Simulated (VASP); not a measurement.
# CdSe (rocksalt type) (Fm-3m) in VASP: a series of runs

The runs below take CdSe (rocksalt type) through single point, with LDA.

Everything below comes from runs of VASP 6.6.1. Logs are shortened: lines on timing, memory, paths and dates and some standing lists are left out, and cuts for length are marked.

**1. The cell of the first run**

Symmetry: Fm-3m, No. 225, cubic system. The conventional cell has a = 4.794 Å, b = 4.794 Å, c = 4.794 Å, α = 90.00°, β = 90.00°, γ = 90.00°. Within 3.2 Å of Cd (site symmetry m-3m) lie 6 Se at 2.40 Å. Within 3.2 Å of Se (site symmetry m-3m) lie 6 Cd at 2.40 Å.

**2. Single point, LDA (volume scaled by 0.64)**

Input file INCAR:

```
SYSTEM = CdSe
PREC = Accurate
ENCUT = 520
EDIFF = 1E-6
ISMEAR = -1
SIGMA = 0.05
LREAL = .FALSE.
LASPH = .TRUE.
NELM = 80
ALGO = Normal
ISIF = 2
LWAVE = .FALSE.
LCHARG = .FALSE.
GGA = CA
NBANDS = 16
```

Input file KPOINTS:

```
Automatic mesh
0
G
  12 12 12
  0 0 0
```

Input file POSCAR:

```
CdSe
1.0
    0.0000000000      2.3971162950      2.3971162950
    2.3971162950      0.0000000000      2.3971162950
    2.3971162950      2.3971162950      0.0000000000
Cd Se
1 1
Direct
    0.0000000000      0.0000000000      0.0000000000
    0.5000000000      0.5000000000      0.5000000000
```

Potentials or basis: VASP PAW LDA potentials, release 64 (Cd, Se).

On the command line:

```bash
$ cat potpaw_LDA.64/Cd/POTCAR potpaw_LDA.64/Se/POTCAR > POTCAR
$ mpirun -np 1 vasp_std > vasp.out
```

OUTCAR:

```text
SYSTEM = CdSe
   PREC = Accurate
   ENCUT = 520
   EDIFF = 1E-6
   ISMEAR = -1
   LREAL = .FALSE.
   LASPH = .TRUE.
   NELM = 80
   ISIF = 2
   GGA = CA

 ion  position               nearest neighbor table
   1  0.000  0.000  0.000-   2 2.40   2 2.40   2 2.40   2 2.40   2 2.40   2 2.40
   2  0.500  0.500  0.500-   1 2.40   1 2.40   1 2.40   1 2.40   1 2.40   1 2.40

  LATTYP: Found a face centered cubic cell.
 ALAT       =     4.7942325900

  Lattice vectors:

 A1 = (   0.0000000000,   2.3971162950,   2.3971162950)
 A2 = (   2.3971162950,   0.0000000000,   2.3971162950)
 A3 = (   2.3971162950,   2.3971162950,   0.0000000000)

Analysis of symmetry for initial positions (statically):
=====================================================================
 Subroutine PRICEL returns:
 Original cell was already a primitive cell.

 Routine SETGRP: Setting up the symmetry group for a
 face centered cubic supercell.

 Subroutine GETGRP returns: Found 48 space group operations
 (whereof 48 operations were pure point group operations)
 out of a pool of 48 trial point group operations.

The static configuration has the point symmetry O_h .

Analysis of symmetry for dynamics (positions and initial velocities):
=====================================================================
 Subroutine PRICEL returns:
 Original cell was already a primitive cell.

 Routine SETGRP: Setting up the symmetry group for a
 face centered cubic supercell.

 Subroutine GETGRP returns: Found 48 space group operations
 (whereof 48 operations were pure point group operations)
 out of a pool of 48 trial point group operations.

The dynamic configuration has the point symmetry O_h .

 Subroutine INISYM returns: Found 48 space group operations
 (whereof 48 operations are pure point group operations),
 and found     1 'primitive' translations

----------------------------------------------------------------------------------------

                                     Primitive cell

  volume of cell :      27.5485

  direct lattice vectors                    reciprocal lattice vectors
     0.000000000  2.397116295  2.397116295    -0.208583956  0.208583956  0.208583956
     2.397116295  0.000000000  2.397116295     0.208583956 -0.208583956  0.208583956
     2.397116295  2.397116295  0.000000000     0.208583956  0.208583956 -0.208583956

  length of vectors
     3.390034375  3.390034375  3.390034375     0.361278010  0.361278010  0.361278010

  position of ions in fractional coordinates (direct lattice)
     0.000000000  0.000000000  0.000000000
     0.500000000  0.500000000  0.500000000

  ion indices of the primitive-cell ions
   primitive index   ion index
                 1           1
                 2           2

----------------------------------------------------------------------------------------

 KPOINTS: Automatic mesh

Automatic generation of k-mesh.
 Grid dimensions read from file:
 generate k-points for:   12   12   12

 Generating k-lattice:

  Cartesian coordinates                     Fractional coordinates (reciprocal lattice)
    -0.017381996  0.017381996  0.017381996     0.083333333  0.000000000  0.000000000
     0.017381996 -0.017381996  0.017381996     0.000000000  0.083333333  0.000000000
     0.017381996  0.017381996 -0.017381996     0.000000000  0.000000000  0.083333333

  Length of vectors
     0.030106501  0.030106501  0.030106501

  Shift w.r.t. Gamma in fractional coordinates (k-lattice)
     0.000000000  0.000000000  0.000000000

 Subroutine IBZKPT returns following result:
 ===========================================

 Found     72 irreducible k-points:

 Following reciprocal coordinates:
            Coordinates               Weight
  0.000000  0.000000  0.000000      1.000000
  0.083333  0.000000  0.000000      8.000000
  0.166667  0.000000  0.000000      8.000000
  0.250000  0.000000  0.000000      8.000000
  0.333333  0.000000  0.000000      8.000000
  0.416667  0.000000  0.000000      8.000000
[... 16 lines left out ...]
  0.500000  0.166667  0.000000     24.000000
 -0.416667  0.166667  0.000000     24.000000
 [... further k-points ...]
   k-points           NKPTS =     72   k-points in BZ     NKDIM =     72   number of bands    NBANDS=     16
   number of dos      NEDOS =    301   number of ions     NIONS =      2
   total plane-waves  NPLWV =  21952
   dimension x,y,z NGX =    28 NGY =   28 NGZ =   28
   dimension x,y,z NGXF=    56 NGYF=   56 NGZF=   56
   ions per type =               1   1
   NGX,Y,Z   is equivalent  to a cutoff of  13.73, 13.73, 13.73 a.u.
   NGXF,Y,Z  is equivalent  to a cutoff of  27.46, 27.46, 27.46 a.u.
 SYSTEM =  CdSe
   PREC   = accura    normal or accurate (medium, high low for compatibility)
   ISTART =      0    job   : 0-new  1-cont  2-samecut
   ICHARG =      2    charge: 1-file 2-atom 10-const
   ISPIN  =      1    spin polarized calculation?
   LNONCOLLINEAR =      F non collinear calculations
   LSORBIT =      F    spin-orbit coupling
   LASPH  =      T    aspherical Exc in radial PAW
   ENCUT  =  520.0 eV  38.22 Ry    6.18 a.u.   6.30  6.30  6.30*2*pi/ulx,y,z
   NELM   =     80;   NELMIN=  2; NELMDL= -5     # of ELM steps
   EDIFF  = 0.1E-05   stopping-criterion for ELM
   LREAL  =      F    real-space projection
   EDIFFG = 0.1E-04   stopping-criterion for IOM
   NSW    =      0    number of steps for IOM
   IBRION =     -1    ionic relax: 0-MD 1-quasi-New 2-CG
   NFREE  =      0    steps in history (QN), initial steepest desc. (CG)
   ISIF   =      2    stress and relaxation
   ISYM   =      2    0-nonsym 1-usesym 2-fastsym
   POTIM  = 0.5000    time-step for ionic-motion
   TEBEG  =    0.0;   TEEND  =   0.0 temperature during run
   PSTRESS=    0.0 pullay stress
   NELECT =      18.0000    total number of electrons
   NUPDOWN=      -1.0000    fix difference up-down
   EMIN   =  10.00;   EMAX   =-10.00  energy-range for DOS
   EFERMI =   0.00;   METHOD = LEGACY
   ISMEAR =    -1;   SIGMA  =   0.05  broadening in eV -4-tet -1-fermi 0-gaus
   EFERMI_NEDOS =   21; number of points for ismear=-14 and -15
   IALGO  =     38    algorithm
   IMIX   =      4    mixing-type and parameters
     AMIX     =   0.40;   BMIX     =  1.00
     AMIX_MAG =   1.60;   BMIX_MAG =  1.00
  volume/ion in A,a.u.               =      13.77        92.95
  Fermi-wavevector in a.u.,A,eV,Ry     =   1.420583  2.684512 27.457313  2.018056
  Thomas-Fermi vector in A             =   2.541483
   LORBIT       =      0    0 simple, 1 ext, 2 COOP (PROOUT), +10 PAW based schemes
   GGA     = CA    functional components
   LHFCALC =     F    Hartree Fock is set to
   AEXX    =    0.0000 exact exchange contribution
   IVDW    =     0    specifies the selected vdW correction
   LEPSILON=     F    determine dielectric tensor
   LRPA    =     F    only Hartree local field effects (RPA)
 non-spin polarized calculation
  energy-cutoff  :      520.00
  volume of cell :       27.55
 maximum number of plane-waves:       754
 NGX is ok and might be reduce to    28
   NGX = 13   NGY = 13   NGZ = 13

 number of electron      17.9999998 magnetization

 Free energy of the ion-electron system (eV)
  ---------------------------------------------------
  ext. energy  EPLUGINS =         0.00000000
  ---------------------------------------------------
  free energy    TOTEN  =        -3.18706904 eV

  energy without entropy =       -3.18321201  energy(sigma->0) =       -3.18514052

 E-fermi :   9.2246     XC(G=0): -13.0983

 val. band max:        9.2026976259   @ k =  -0.2500   0.1667   0.0000
 cond. band min:       9.2508001418   @ k =  -0.3333   0.0833   0.0000
 fundamental gap:      0.0481025159
 Fermi energy:         9.2246374636

 k-point     1 :       0.0000    0.0000    0.0000
  band No.  band energies     occupation
      1      -9.1202      2.00000
      2      -1.4447      2.00000
      3      -1.4447      2.00000
      4      -1.4447      2.00000
      5      -1.4283      2.00000
      6      -1.4283      2.00000
[... 8 lines left out ...]
     15      21.5215      0.00000
     16      21.5215      0.00000

 k-point     2 :       0.0833    0.0000    0.0000
  band No.  band energies     occupation
      1      -8.9997      2.00000
      2      -1.5043      2.00000
      3      -1.5043      2.00000
      4      -1.4802      2.00000
      5      -1.4037      2.00000
      6      -1.4037      2.00000
[... 8 lines left out ...]
     15      20.4480      0.00000
     16      20.4480      0.00000

 k-point     3 :       0.1667    0.0000    0.0000
  band No.  band energies     occupation
      1      -8.6458      2.00000
      2      -1.6951      2.00000
      3      -1.6951      2.00000
      4      -1.5956      2.00000
      5      -1.2974      2.00000
      6      -1.2974      2.00000
[... 8 lines left out ...]
     15      19.8281      0.00000
     16      19.8281      0.00000

 k-point     4 :       0.2500    0.0000    0.0000
  band No.  band energies     occupation
      1      -8.0852      2.00000
      2      -1.9376      2.00000
      3      -1.9376      2.00000
      4      -1.8242      2.00000
      5      -1.1475      2.00000
      6      -1.1475      2.00000
[... 8 lines left out ...]
     15      20.3337      0.00000
     16      20.3337      0.00000
[... 324 lines left out ...]
 k-point    22 :       0.4167    0.1667    0.0000
  band No.  band energies     occupation
      1      -7.0699      2.00000
      2      -2.4544      2.00000
      3      -1.9372      2.00000
      4      -1.9281      2.00000
      5      -0.9386      2.00000
      6      -0.8355      2.00000
[... 8 lines left out ...]
     15      23.5679      0.00000
     16      24.0547      0.00000

 k-point    23 :       0.5000    0.1667    0.0000
  band No.  band energies     occupation
      1      -6.6100      2.00000
      2      -2.5851      2.00000
      3      -2.1188      2.00000
      4      -2.0251      2.00000
      5      -0.7945      2.00000
      6      -0.7841      2.00000
[... 8 lines left out ...]
     15      23.7539      0.00000
     16      24.7687      0.00000

 k-point    24 :      -0.4167    0.1667    0.0000
  band No.  band energies     occupation
      1      -6.4954      2.00000
      2      -2.6965      2.00000
      3      -2.2331      2.00000
      4      -1.9763      2.00000
      5      -0.8429      2.00000
      6      -0.6954      2.00000
[... 8 lines left out ...]
     15      22.3584      0.00000
     16      24.1026      0.00000

 [... further k-points ...]
[... 5 lines left out ...]
  --------------------------------------------------------------------------------------
  -------------------------------------------------------------------------------------
  Total       18.3712002     18.3712002     18.3712002     -0.0000000     -0.0000000      0.0000000
  in kB     1068.4416363   1068.4416363   1068.4416363     -0.0000000     -0.0000000      0.0000000
  external PRESSURE =    1068.4416363 kB  Pullay stress =       0.0000000 kB

 VOLUME and BASIS-vectors are now :
 -----------------------------------------------------------------------------
  energy-cutoff  :      520.00
  volume of cell :       27.55
      direct lattice vectors                 reciprocal lattice vectors
     0.000000000  2.397116295  2.397116295    -0.208583956  0.208583956  0.208583956
     2.397116295  0.000000000  2.397116295     0.208583956 -0.208583956  0.208583956
     2.397116295  2.397116295  0.000000000     0.208583956  0.208583956 -0.208583956

 POSITION                                       TOTAL-FORCE (eV/Angst)
 -----------------------------------------------------------------------------------
      0.00000      0.00000      0.00000         0.000000      0.000000      0.000000
      2.39712      2.39712      2.39712        -0.000000      0.000000     -0.000000
 -----------------------------------------------------------------------------------
    total drift:                               -0.000000      0.000000      0.000000

  FREE ENERGIE OF THE ION-ELECTRON SYSTEM (eV)
  ---------------------------------------------------
  free  energy   TOTEN  =        -3.1870690389 eV

  energy  without entropy=       -3.1832120086  energy(sigma->0) =       -3.18514052
```

Wall time 28 s (1 thread of Intel Xeon Platinum 8259CL at 2.50GHz (Skylake/Cascade Lake), shared host); peak memory 0.16 GiB.

What came out:

```yaml
Free_energy: -3.1871 eV
Pressure: 106.8 GPa
Band_gap_on_the_k_mesh: zero (band 9 reaches 9.32 eV, above the bottom of band 10 at 8.17 eV)
```

**3. Single point, LDA (volume scaled by 0.72)**

Input file INCAR:

```
ALGO = Normal
EDIFF = 1E-6
ENCUT = 520
ISIF = 2
ISMEAR = -1
LASPH = True
LCHARG = False
LREAL = False
LWAVE = False
NBANDS = 16
NELM = 60
PREC = Accurate
SIGMA = 0.05
```

Input file KPOINTS:

```
k-points
0
Gamma
  12 12 12
```

Input file POSCAR:

```
CdSe
1.0
    0.0000000000      2.4931014136      2.4931014136
    2.4931014136      0.0000000000      2.4931014136
    2.4931014136      2.4931014136      0.0000000000
Cd Se
1 1
Direct
    0.0000000000      0.0000000000      0.0000000000
    0.5000000000      0.5000000000      0.5000000000
```

Potentials or basis: VASP PAW LDA potentials, release 64 (Cd, Se).

On the command line:

```bash
$ cat potpaw_LDA.64/Cd/POTCAR potpaw_LDA.64/Se/POTCAR > POTCAR
$ mpirun -np 1 vasp_std > vasp.out
```

It took 27 s on 1 thread of Intel Xeon Platinum 8259CL at 2.50GHz (Skylake/Cascade Lake), shared host; peak memory 0.17 GiB.

The run converged. Its results:

| Property | Result |
| --- | --- |
| Free energy | -4.9315 eV |
| Pressure | 59.7 GPa |
| Band gap on the k mesh | zero (band 9 reaches 7.34 eV, above the bottom of band 10 at 6.34 eV) |

Levels at points of the mesh, in eV from the Fermi level:
```tsv
k point	band 7	band 8	band 9	band 10	band 11	band 12
(0.00, 0.00, 0.00)	-1.69	-1.69	-1.69	2.13	8.79	8.79
(0.50, 0.00, 0.00)	-7.32	0.04	0.04	2.23	4.61	4.61
(0.50, 0.50, 0.00)	-7.52	-4.28	-4.28	-0.95	4.59	12.64
```

**4. Single point, LDA (volume scaled by 0.72)**

Input file INCAR:

```
SYSTEM = CdSe
PREC = Accurate
ENCUT = 520
EDIFF = 1E-6
ISMEAR = -1
SIGMA = 0.05
LREAL = .FALSE.
LASPH = .TRUE.
NELM = 80
ALGO = Normal
ISIF = 2
LWAVE = .FALSE.
LCHARG = .FALSE.
NBANDS = 16
```

Input file KPOINTS:

```
Automatic mesh
0
G
  12 12 12
  0 0 0
```

POSCAR is that of step 3.

On the command line:

```bash
$ cat potpaw_LDA.64/Cd/POTCAR potpaw_LDA.64/Se/POTCAR > POTCAR
$ mpirun -np 1 vasp_std > vasp.out
```

Wall time 29 s (1 thread of Intel Xeon Platinum 8259CL at 2.50GHz (Skylake/Cascade Lake), shared host); peak memory 0.16 GiB.

Results (log left out):

```
Free energy            : -4.9315 eV
Pressure               : 59.7 GPa
Band gap on the k mesh : zero (band 9 reaches 7.34 eV, above the bottom of band 10 at 6.34 eV)
```

Levels at points of the mesh, in eV from the Fermi level:
```csv
k point,band 7,band 8,band 9,band 10,band 11,band 12
"(0.00, 0.00, 0.00)",-1.69,-1.69,-1.69,2.13,8.79,8.79
"(0.50, 0.00, 0.00)",-7.32,0.04,0.04,2.23,4.61,4.61
"(0.50, 0.50, 0.00)",-7.52,-4.28,-4.28,-0.95,4.59,12.64
```
